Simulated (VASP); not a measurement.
# SrCl2 (I4/mmm) in VASP: a series of runs, part 3 of 3

VASP 6.6.1. Earlier steps stand in the parts before.

## Step 6: Single point, r2SCAN (strain +0.080 along x and y, +0.000 along z)

The input, POSCAR:

```
SrCl2
1.0
    0.0000000000      3.7643400000      3.4855000000
    3.7643400000      0.0000000000      3.4855000000
    3.7643400000      3.7643400000      0.0000000000
Sr Cl
1 2
Direct
    0.0000000000      0.0000000000      0.0000000000
    0.2500000000      0.2500000000      0.2500000000
    0.7500000000      0.7500000000      0.7500000000
```

The input, INCAR.step1:

```
PREC = Accurate
ENCUT = 520
ISMEAR = 0
SIGMA = 0.05
LREAL = False
LASPH = True
NELM = 80
NBANDS = 19
GGA = PE
ALGO = Normal
EDIFF = 1E-4
LWAVE = True
LCHARG = False
```

The input, INCAR.step2:

```
PREC = Accurate
ENCUT = 520
EDIFF = 1E-6
ISMEAR = 0
SIGMA = 0.05
LREAL = False
LASPH = True
NELM = 80
ALGO = Normal
ISIF = 2
LWAVE = False
LCHARG = True
METAGGA = R2SCAN
LMIXTAU = True
LELF = True
LVHAR = True
NBANDS = 19
ISTART = 1
```

The input, KPOINTS:

```
regular mesh
0
Gamma
  6 6 6
```

Potentials or basis: VASP PAW PBE potentials, release 64 (Sr_sv, Cl).

Command:

```console
cat potpaw_PBE.64/Sr_sv/POTCAR potpaw_PBE.64/Cl/POTCAR > POTCAR
cp INCAR.step1 INCAR
mpirun -np 1 vasp_std > vasp.out
cp INCAR.step2 INCAR
mpirun -np 1 vasp_std > vasp.out
```

OUTCAR:

```text
PREC = Accurate
   ENCUT = 520
   EDIFF = 1E-6
   ISMEAR = 0
   LREAL = False
   LASPH = True
   NELM = 80
   ISIF = 2
   METAGGA = R2SCAN
   ISTART = 1

 ion  position               nearest neighbor table
   1  0.000  0.000  0.000-   3 3.18   3 3.18   3 3.18   2 3.18   3 3.18   2 3.18   2 3.18   2 3.18

   2  0.250  0.250  0.250-   1 3.18   1 3.18   1 3.18   1 3.18
   3  0.750  0.750  0.750-   1 3.18   1 3.18   1 3.18   1 3.18

  LATTYP: Found a body centered tetragonal cell.
 ALAT       =     5.3235806814
[... 199 lines left out ...]
      6     -13.9436      2.00000
[... 505 lines left out ...]
      6     -14.1087      2.00000
[... 11 lines left out ...]
     18       7.6786      0.00000
     19       8.5377      0.00000

 [... further k-points ...]
[... 5 lines left out ...]
  --------------------------------------------------------------------------------------
  -------------------------------------------------------------------------------------
  Total       -3.0600818     -3.0600818     -0.9436628      0.0000000     -0.0000000      0.0000000
  in kB      -49.6330374    -49.6330374    -15.3057519      0.0000000     -0.0000000      0.0000000
  external PRESSURE =     -38.1906089 kB  Pullay stress =       0.0000000 kB

 VOLUME and BASIS-vectors are now :
 -----------------------------------------------------------------------------
  energy-cutoff  :      520.00
  volume of cell :       98.78
      direct lattice vectors                 reciprocal lattice vectors
     0.000000000  3.764340000  3.485500000    -0.132825409  0.132825409  0.143451442
     3.764340000  0.000000000  3.485500000     0.132825409 -0.132825409  0.143451442
     3.764340000  3.764340000  0.000000000     0.132825409  0.132825409 -0.143451442

 POSITION                                       TOTAL-FORCE (eV/Angst)
 -----------------------------------------------------------------------------------
      0.00000      0.00000      0.00000         0.000000     -0.000000      0.000000
      1.88217      1.88217      1.74275        -0.000000     -0.000000      0.000000
      5.64651      5.64651      5.22825         0.000000      0.000000     -0.000000
 -----------------------------------------------------------------------------------
    total drift:                               -0.000000     -0.000000      0.000000

  FREE ENERGIE OF THE ION-ELECTRON SYSTEM (eV)
  ---------------------------------------------------
  free  energy   TOTEN  =       -35.4664185856 eV

  energy  without entropy=      -35.4664185856  energy(sigma->0) =      -35.46641859
```

OUTCAR.step1:

```text
PREC = Accurate
   ENCUT = 520
   ISMEAR = 0
   LREAL = False
   LASPH = True
[... 755 lines left out ...]
      0.00000      0.00000      0.00000        -0.000000      0.000000      0.000000
      1.88217      1.88217      1.74275        -0.000000     -0.000000      0.000000
      5.64651      5.64651      5.22825         0.000000     -0.000000     -0.000000
 -----------------------------------------------------------------------------------
    total drift:                               -0.000000     -0.000000      0.000000

  FREE ENERGIE OF THE ION-ELECTRON SYSTEM (eV)
  ---------------------------------------------------
  free  energy   TOTEN  =       -12.6204049007 eV

  energy  without entropy=      -12.6204049007  energy(sigma->0) =      -12.62040490
```

Run time: 2.3 min. Hardware: 1 thread of Intel Xeon 6975P-C (Granite Rapids), shared host; peak memory 0.25 GiB.

Results:

| Item | Value |
| --- | --- |
| Free energy | -35.4664 eV |
| Pressure | -3.8 GPa |
| Band gap on the k mesh | 5.02 eV, indirect (least direct gap 5.24 eV) |

Stress tensor (GPa, compression positive):
```
-4.96  0.00  0.00
 0.00 -4.96  0.00
 0.00  0.00 -1.53
```

Caveat: the cell differs from its parent crystal (strain +0.080 along x and y, +0.000 along z); the PAW data sets were made with another functional, which shifts forces and pressure a little. A k mesh can miss the band edges.

## Step 7: Single point, r2SCAN (strain +0.080 along x and y, +0.040 along z)

The input, POSCAR:

```
SrCl2
1.0
    0.0000000000      3.7643400000      3.6249200000
    3.7643400000      0.0000000000      3.6249200000
    3.7643400000      3.7643400000      0.0000000000
Sr Cl
1 2
Direct
    0.0000000000      0.0000000000      0.0000000000
    0.2500000000      0.2500000000      0.2500000000
    0.7500000000      0.7500000000      0.7500000000
```

The input, INCAR.step1:

```
ALGO     = Normal         # electronic algorithm
EDIFF    = 1E-4           # SCF threshold, eV
ENCUT    = 520            # plane-wave cutoff, eV
GGA      = PE             # functional
ISMEAR   = 0              # smearing method
LASPH    = True           # aspherical terms in the spheres
LCHARG   = False          # write CHGCAR
LREAL    = False          # projectors in reciprocal space
LWAVE    = True           # write WAVECAR
NBANDS   = 19             # bands
NELM     = 100            # most SCF steps
PREC     = Accurate       # precision mode
SIGMA    = 0.05           # smearing width, eV
```

The input, INCAR.step2:

```
ALGO     = Normal         # electronic algorithm
EDIFF    = 1E-6           # SCF threshold, eV
ENCUT    = 520            # plane-wave cutoff, eV
ISIF     = 2              # what is computed and relaxed
ISMEAR   = 0              # smearing method
ISTART   = 1            
LASPH    = True           # aspherical terms in the spheres
LCHARG   = True           # write CHGCAR
LELF     = True           # ELF
LMIXTAU  = True         
LREAL    = False          # projectors in reciprocal space
LVHAR    = True         
LWAVE    = False          # write WAVECAR
METAGGA  = R2SCAN         # meta-GGA
NBANDS   = 19             # bands
NELM     = 100            # most SCF steps
PREC     = Accurate       # precision mode
SIGMA    = 0.05           # smearing width, eV
```

The input, KPOINTS:

```
k-points
0
Gamma
  6 6 6
```

Potentials or basis: VASP PAW PBE potentials, release 64 (Sr_sv, Cl).

Command:

```console
cat potpaw_PBE.64/Sr_sv/POTCAR potpaw_PBE.64/Cl/POTCAR > POTCAR
cp INCAR.step1 INCAR
mpirun -np 1 vasp_std > vasp.out
cp INCAR.step2 INCAR
mpirun -np 1 vasp_std > vasp.out
```

OUTCAR:

```text
EDIFF = 1E-6
   ENCUT = 520
   ISIF = 2
   ISMEAR = 0
   ISTART = 1
   LASPH = True
   LREAL = False
   METAGGA = R2SCAN
   NELM = 100
   PREC = Accurate

 ion  position               nearest neighbor table
   1  0.000  0.000  0.000-   3 3.22   2 3.22   3 3.22   2 3.22   3 3.22   3 3.22   2 3.22   2 3.22

   2  0.250  0.250  0.250-   1 3.22   1 3.22   1 3.22   1 3.22
   3  0.750  0.750  0.750-   1 3.22   1 3.22   1 3.22   1 3.22

  LATTYP: Found a body centered tetragonal cell.
 ALAT       =     5.3235806814
 C/A-ratio  =     1.3618352823

  Lattice vectors:

 A1 = (   0.0000000000,  -3.7643400000,  -3.6249200000)
 A2 = (   0.0000000000,   3.7643400000,  -3.6249200000)
 A3 = (   3.7643400000,   0.0000000000,   3.6249200000)

Analysis of symmetry for initial positions (statically):
=====================================================================
 Subroutine PRICEL returns:
 Original cell was already a primitive cell.

 Routine SETGRP: Setting up the symmetry group for a
 body centered tetragonal supercell.

[... 161 lines left out ...]
  ---------------------------------------------------
  ext. energy  EPLUGINS =         0.00000000
  ---------------------------------------------------
  free energy    TOTEN  =       -35.40460825 eV

  energy without entropy =      -35.40460825  energy(sigma->0) =      -35.40460825

 E-fermi :  -0.8451     XC(G=0):  -7.9119

 val. band max:       -1.1901130592   @ k =   0.5000   0.5000   0.0000
 cond. band min:       3.9371922213   @ k =   0.0000   0.0000   0.0000
 fundamental gap:      5.1273052805
 Fermi energy:        -0.8451223692

 k-point     1 :       0.0000    0.0000    0.0000
  band No.  band energies     occupation
      1     -35.9844      2.00000
      2     -17.2960      2.00000
      3     -17.2807      2.00000
      4     -17.2807      2.00000
      5     -14.6893      2.00000
      6     -14.1409      2.00000
[... 505 lines left out ...]
      6     -14.3037      2.00000
[... 11 lines left out ...]
     18       7.2838      0.00000
     19       8.1273      0.00000

 [... further k-points ...]
[... 5 lines left out ...]
  --------------------------------------------------------------------------------------
  -------------------------------------------------------------------------------------
  Total       -3.2349533     -3.2349533     -2.2351658      0.0000000     -0.0000000      0.0000000
  in kB      -50.4513148    -50.4513148    -34.8589429      0.0000000     -0.0000000      0.0000000
  external PRESSURE =     -45.2538575 kB  Pullay stress =       0.0000000 kB

 VOLUME and BASIS-vectors are now :
 -----------------------------------------------------------------------------
  energy-cutoff  :      520.00
  volume of cell :      102.73
      direct lattice vectors                 reciprocal lattice vectors
     0.000000000  3.764340000  3.624920000    -0.132825409  0.132825409  0.137934079
     3.764340000  0.000000000  3.624920000     0.132825409 -0.132825409  0.137934079
     3.764340000  3.764340000  0.000000000     0.132825409  0.132825409 -0.137934079

 POSITION                                       TOTAL-FORCE (eV/Angst)
 -----------------------------------------------------------------------------------
      0.00000      0.00000      0.00000        -0.000000      0.000000     -0.000000
      1.88217      1.88217      1.81246         0.000000      0.000000      0.000000
      5.64651      5.64651      5.43738        -0.000000     -0.000000     -0.000000
 -----------------------------------------------------------------------------------
    total drift:                               -0.000000     -0.000000      0.000000

  FREE ENERGIE OF THE ION-ELECTRON SYSTEM (eV)
  ---------------------------------------------------
  free  energy   TOTEN  =       -35.4046082478 eV

  energy  without entropy=      -35.4046082478  energy(sigma->0) =      -35.40460825
```

Run time: 98 s. Hardware: 1 thread of Intel Xeon 6975P-C (Granite Rapids), shared host; peak memory 0.28 GiB.

What came out:

```
Free energy            : -35.4046 eV
Pressure               : -4.5 GPa
Band gap on the k mesh : 5.13 eV, indirect (least direct gap 5.37 eV)
```

Caveat: the cell differs from its parent crystal (strain +0.080 along x and y, +0.040 along z); the PAW data sets were made with another functional, which shifts forces and pressure a little.

## Step 8: Summary

```csv
cell,gap on the mesh (eV),pressure (GPa)
"a = 4.945, b = 4.945, c = 5.324 Å, angles 57.4, 57.4, 65.1°, 3 atoms",4.49,-1.6
"a = 5.130, b = 5.130, c = 4.929 Å, angles 61.3, 61.3, 57.4°, 3 atoms",5.35,-2.1
"a = 5.029, b = 5.029, c = 5.126 Å, angles 59.4, 59.4, 61.3°, 3 atoms",5.49,-2.2
"a = 5.037, b = 5.037, c = 5.324 Å, angles 58.1, 58.1, 63.8°, 3 atoms",4.81,-2.9
"a = 5.130, b = 5.130, c = 5.324 Å, angles 58.7, 58.7, 62.5°, 3 atoms",5.02,-3.8
"a = 5.226, b = 5.226, c = 5.324 Å, angles 59.4, 59.4, 61.2°, 3 atoms",5.13,-4.5
```

Alike in all rows: task single point; level r2SCAN; potentials or basis VASP PAW PBE potentials, release 64 (Sr_sv, Cl); no spin polarisation; k mesh 6 × 6 × 6; cutoff (eV) 520; smearing gaussian 0.05 eV.

Caveats: the PAW data sets were made with another functional, which shifts forces and pressure a little.

Absolute energies hang on the potentials; compare differences alone.
